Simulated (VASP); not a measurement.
# GaN (I-4m2) in VASP: notebook, part 2 of 2

VASP 6.6.1. Earlier steps stand in the parts before.

### Step 3. Single point, r2SCAN (strain -0.0450 x Voigt [0, 0, 1, 0, 0, 0])

File POSCAR:

```
GaN
1.0
    0.0000000000      2.2535006075      2.1520930802
    2.2535006075      0.0000000000      2.1520930802
    2.2535006075      2.2535006075      0.0000000000
Ga N
1 1
Direct
    0.0000000000      0.0000000000      0.0000000000
    0.7500000000      0.7500000000      0.7500000000
```

File INCAR.step1:

```
SYSTEM = GaN
ALGO = Normal
EDIFF = 1E-4
ENCUT = 520
GGA = PE
ISMEAR = 0
LASPH = .True.
LCHARG = .False.
LREAL = .False.
LWAVE = .True.
NBANDS = 16
NELM = 60
PREC = Accurate
SIGMA = 0.05
```

File INCAR.step2:

```
SYSTEM = GaN
ALGO = Normal
EDIFF = 1E-7
ENCUT = 520
ISIF = 2
ISMEAR = 0
ISTART = 1
LASPH = .True.
LCHARG = .False.
LMIXTAU = .True.
LREAL = .False.
LWAVE = .False.
METAGGA = R2SCAN
NBANDS = 16
NELM = 60
PREC = Accurate
SIGMA = 0.05
```

File KPOINTS:

```
k-points
0
Gamma
  10 10 10
  0 0 0
```

Potentials or basis: VASP PAW PBE potentials, release 64 (Ga_d, N).

The run is started by

```
cat potpaw_PBE.64/Ga_d/POTCAR potpaw_PBE.64/N/POTCAR > POTCAR
cp INCAR.step1 INCAR
mpirun -np 1 vasp_std > vasp.out
cp INCAR.step2 INCAR
mpirun -np 1 vasp_std > vasp.out
```

OUTCAR:

```text
SYSTEM = GaN
   EDIFF = 1E-7
   ENCUT = 520
   ISIF = 2
   ISMEAR = 0
   ISTART = 1
   LASPH = .True.
   LREAL = .False.
   METAGGA = R2SCAN
   NELM = 60
   PREC = Accurate

 ion  position               nearest neighbor table
   1  0.000  0.000  0.000-   2 1.92   2 1.92   2 1.92   2 1.92
   2  0.750  0.750  0.750-   1 1.92   1 1.92   1 1.92   1 1.92

  LATTYP: Found a body centered tetragonal cell.
 ALAT       =     3.1869311219
 C/A-ratio  =     1.3505739521

  Lattice vectors:

 A1 = (   0.0000000000,  -2.2535006075,  -2.1520930802)
 A2 = (   0.0000000000,   2.2535006075,  -2.1520930802)
 A3 = (   2.2535006075,   0.0000000000,   2.1520930802)

Analysis of symmetry for initial positions (statically):
=====================================================================
 Subroutine PRICEL returns:
 Original cell was already a primitive cell.

 Routine SETGRP: Setting up the symmetry group for a
 body centered tetragonal supercell.

 Subroutine GETGRP returns: Found  8 space group operations
 (whereof  8 operations were pure point group operations)
 out of a pool of 16 trial point group operations.

The static configuration has the point symmetry D_2d.

Analysis of symmetry for dynamics (positions and initial velocities):
=====================================================================
 Subroutine PRICEL returns:
 Original cell was already a primitive cell.

 Routine SETGRP: Setting up the symmetry group for a
 body centered tetragonal supercell.

 Subroutine GETGRP returns: Found  8 space group operations
 (whereof  8 operations were pure point group operations)
 out of a pool of 16 trial point group operations.

The dynamic configuration has the point symmetry D_2d.

 Subroutine INISYM returns: Found  8 space group operations
 (whereof  8 operations are pure point group operations),
 and found     1 'primitive' translations

----------------------------------------------------------------------------------------

                                     Primitive cell

  volume of cell :      21.8578

  direct lattice vectors                    reciprocal lattice vectors
     0.000000000  2.253500607  2.152093080    -0.221877020  0.221877020  0.232331958
     2.253500607  0.000000000  2.152093080     0.221877020 -0.221877020  0.232331958
     2.253500607  2.253500607  0.000000000     0.221877020  0.221877020 -0.232331958

  length of vectors
     3.116050323  3.116050323  3.186931122     0.390431765  0.390431765  0.390431765

  position of ions in fractional coordinates (direct lattice)
     0.000000000  0.000000000  0.000000000
     0.750000000  0.750000000  0.750000000

  ion indices of the primitive-cell ions
   primitive index   ion index
                 1           1
                 2           2

----------------------------------------------------------------------------------------

 KPOINTS: k-points

Automatic generation of k-mesh.
 Grid dimensions read from file:
 generate k-points for:   10   10   10

 Generating k-lattice:

  Cartesian coordinates                     Fractional coordinates (reciprocal lattice)
    -0.022187702  0.022187702  0.023233196     0.100000000 -0.000000000  0.000000000
     0.022187702 -0.022187702  0.023233196    -0.000000000  0.100000000  0.000000000
     0.022187702  0.022187702 -0.023233196     0.000000000  0.000000000  0.100000000

  Length of vectors
     0.039043177  0.039043177  0.039043177

  Shift w.r.t. Gamma in fractional coordinates (k-lattice)
     0.000000000  0.000000000  0.000000000

 Subroutine IBZKPT returns following result:
 ===========================================

 Found    102 irreducible k-points:

 Following reciprocal coordinates:
            Coordinates               Weight
  0.000000  0.000000  0.000000      1.000000
  0.100000  0.000000  0.000000      8.000000
  0.200000  0.000000  0.000000      8.000000
  0.300000  0.000000  0.000000      8.000000
  0.400000  0.000000  0.000000      8.000000
  0.500000  0.000000  0.000000      4.000000
[... 16 lines left out ...]
  0.300000  0.300000  0.000000      2.000000
  0.400000  0.300000  0.000000      8.000000
 [... further k-points ...]
   k-points           NKPTS =    102   k-points in BZ     NKDIM =    102   number of bands    NBANDS=     16
   number of dos      NEDOS =    301   number of ions     NIONS =      2
   total plane-waves  NPLWV =  13824
   dimension x,y,z NGX =    24 NGY =   24 NGZ =   24
   dimension x,y,z NGXF=    48 NGYF=   48 NGZF=   48
   ions per type =               1   1
   NGX,Y,Z   is equivalent  to a cutoff of  12.80, 12.80, 12.52 a.u.
   NGXF,Y,Z  is equivalent  to a cutoff of  25.61, 25.61, 25.04 a.u.
 SYSTEM =  GaN
   PREC   = accura    normal or accurate (medium, high low for compatibility)
   ISTART =      1    job   : 0-new  1-cont  2-samecut
   ICHARG =      0    charge: 1-file 2-atom 10-const
   ISPIN  =      1    spin polarized calculation?
   LNONCOLLINEAR =      F non collinear calculations
   LSORBIT =      F    spin-orbit coupling
   LASPH  =      T    aspherical Exc in radial PAW
   ENCUT  =  520.0 eV  38.22 Ry    6.18 a.u.   5.79  5.79  5.93*2*pi/ulx,y,z
   NELM   =     60;   NELMIN=  2; NELMDL=  0     # of ELM steps
   EDIFF  = 0.1E-06   stopping-criterion for ELM
   LREAL  =      F    real-space projection
   EDIFFG = 0.1E-05   stopping-criterion for IOM
   NSW    =      0    number of steps for IOM
   IBRION =     -1    ionic relax: 0-MD 1-quasi-New 2-CG
   NFREE  =      0    steps in history (QN), initial steepest desc. (CG)
   ISIF   =      2    stress and relaxation
   ISYM   =      2    0-nonsym 1-usesym 2-fastsym
   POTIM  = 0.5000    time-step for ionic-motion
   TEBEG  =    0.0;   TEEND  =   0.0 temperature during run
   PSTRESS=    0.0 pullay stress
   NELECT =      18.0000    total number of electrons
   NUPDOWN=      -1.0000    fix difference up-down
   EMIN   =  10.00;   EMAX   =-10.00  energy-range for DOS
   EFERMI =   0.00;   METHOD = LEGACY
   ISMEAR =     0;   SIGMA  =   0.05  broadening in eV -4-tet -1-fermi 0-gaus
   EFERMI_NEDOS =   21; number of points for ismear=-14 and -15
   IALGO  =     38    algorithm
   IMIX   =      4    mixing-type and parameters
     AMIX     =   0.40;   BMIX     =  1.00
     AMIX_MAG =   1.60;   BMIX_MAG =  1.00
  volume/ion in A,a.u.               =      10.93        73.75
  Fermi-wavevector in a.u.,A,eV,Ry     =   1.534488  2.899762 32.037010  2.354654
  Thomas-Fermi vector in A             =   2.641409
   LORBIT       =      0    0 simple, 1 ext, 2 COOP (PROOUT), +10 PAW based schemes
   METAGGA = R2SCAN    functional components
   LHFCALC =     F    Hartree Fock is set to
   AEXX    =    0.0000 exact exchange contribution
   IVDW    =     0    specifies the selected vdW correction
   LEPSILON=     F    determine dielectric tensor
   LRPA    =     F    only Hartree local field effects (RPA)
 non-spin polarized calculation
 Gauss-broadening in eV      SIGMA  =   0.05
  energy-cutoff  :      520.00
  volume of cell :       21.86
 maximum number of plane-waves:       600
   NGX = 11   NGY = 11   NGZ = 11

 number of electron      18.0000009 magnetization

 Free energy of the ion-electron system (eV)
  ---------------------------------------------------
  ext. energy  EPLUGINS =         0.00000000
  ---------------------------------------------------
  free energy    TOTEN  =       -21.85499441 eV

  energy without entropy =      -21.85499441  energy(sigma->0) =      -21.85499441

 E-fermi :   5.9695     XC(G=0): -12.9104

 val. band max:        5.6636247278   @ k =   0.0000   0.0000   0.0000
 cond. band min:       7.9524123335   @ k =   0.0000   0.0000   0.0000
 fundamental gap:      2.2887876057
 Fermi energy:         5.9694739436

 k-point     1 :       0.0000    0.0000    0.0000
  band No.  band energies     occupation
      1     -11.6045      2.00000
      2      -8.3638      2.00000
      3      -8.3638      2.00000
      4      -8.3144      2.00000
      5      -7.9494      2.00000
      6      -7.9439      2.00000
[... 8 lines left out ...]
     15      25.1069      0.00000
     16      25.1069      0.00000
[... 419 lines left out ...]
 k-point    24 :       0.4000    0.3000    0.0000
  band No.  band energies     occupation
      1     -10.3919      2.00000
      2      -8.1991      2.00000
      3      -8.0901      2.00000
      4      -8.0856      2.00000
      5      -7.8649      2.00000
      6      -7.0496      2.00000
[... 8 lines left out ...]
     15      28.9307      0.00000
     16      29.4591      0.00000

 [... further k-points ...]

------------------------ aborting loop because EDIFF is reached ----------------------------------------

  FORCE on cell =-STRESS in cart. coord.  units (eV):
  Direction    XX          YY          ZZ          XY          YZ          ZX
  --------------------------------------------------------------------------------------
  -------------------------------------------------------------------------------------
  Total        1.0733556      1.0733556      1.7620848      0.0000000      0.0000000      0.0000000
  in kB       78.6769999     78.6769999    129.1608744      0.0000000      0.0000000      0.0000000
  external PRESSURE =      95.5049581 kB  Pullay stress =       0.0000000 kB

 VOLUME and BASIS-vectors are now :
 -----------------------------------------------------------------------------
  energy-cutoff  :      520.00
  volume of cell :       21.86
      direct lattice vectors                 reciprocal lattice vectors
     0.000000000  2.253500607  2.152093080    -0.221877020  0.221877020  0.232331958
     2.253500607  0.000000000  2.152093080     0.221877020 -0.221877020  0.232331958
     2.253500607  2.253500607  0.000000000     0.221877020  0.221877020 -0.232331958

 POSITION                                       TOTAL-FORCE (eV/Angst)
 -----------------------------------------------------------------------------------
      0.00000      0.00000      0.00000         0.000000     -0.000000      0.000000
      3.38025      3.38025      3.22814        -0.000000      0.000000      0.000000
 -----------------------------------------------------------------------------------
    total drift:                               -0.000009     -0.000009     -0.000008

  FREE ENERGIE OF THE ION-ELECTRON SYSTEM (eV)
  ---------------------------------------------------
  free  energy   TOTEN  =       -21.8549944125 eV

  energy  without entropy=      -21.8549944125  energy(sigma->0) =      -21.85499441
```

OSZICAR.step1:

```text
N       E                     dE             d eps       ncg     rms          rms(c)
DAV:   1     0.788705859820E+02    0.78871E+02   -0.93485E+03  3736   0.203E+03
DAV:   2    -0.868610722399E+01   -0.87557E+02   -0.81900E+02  3640   0.320E+02
DAV:   3    -0.140888280331E+02   -0.54027E+01   -0.53818E+01  3872   0.688E+01
DAV:   4    -0.141467042647E+02   -0.57876E-01   -0.57868E-01  4072   0.755E+00
DAV:   5    -0.141474626355E+02   -0.75837E-03   -0.75836E-03  3992   0.779E-01    0.789E+00
DAV:   6    -0.120651329174E+02    0.20823E+01   -0.48532E+00  4976   0.412E+01    0.268E+00
DAV:   7    -0.120770620015E+02   -0.11929E-01   -0.34611E-01  3576   0.648E+00    0.179E+00
DAV:   8    -0.120732243069E+02    0.38377E-02   -0.50471E-02  3864   0.338E+00    0.722E-01
DAV:   9    -0.120693867397E+02    0.38376E-02   -0.14530E-02  4936   0.292E+00    0.177E-01
DAV:  10    -0.120696672624E+02   -0.28052E-03   -0.15753E-03  4000   0.587E-01    0.771E-02
DAV:  11    -0.120695725995E+02    0.94663E-04   -0.25929E-04  3248   0.248E-01
   1 F= -.12069573E+02 E0= -.12069573E+02  d E =-.458025E-12
```

It took 3.2 min on 1 thread of Intel Xeon 8259CL, shared host; peak memory 0.17 GiB.

What came out:

| Quantity | Value |
| --- | --- |
| Free energy | -21.8550 eV |
| Pressure | 9.6 GPa |
| Band gap on the k mesh | 2.29 eV |

Caveat: the cell differs from its parent crystal (strain -0.0450 x Voigt [0, 0, 1, 0, 0, 0]); the stress differs along the axes, from 8 to 13 GPa; the PAW data sets were made with another functional, which shifts forces and pressure a little.
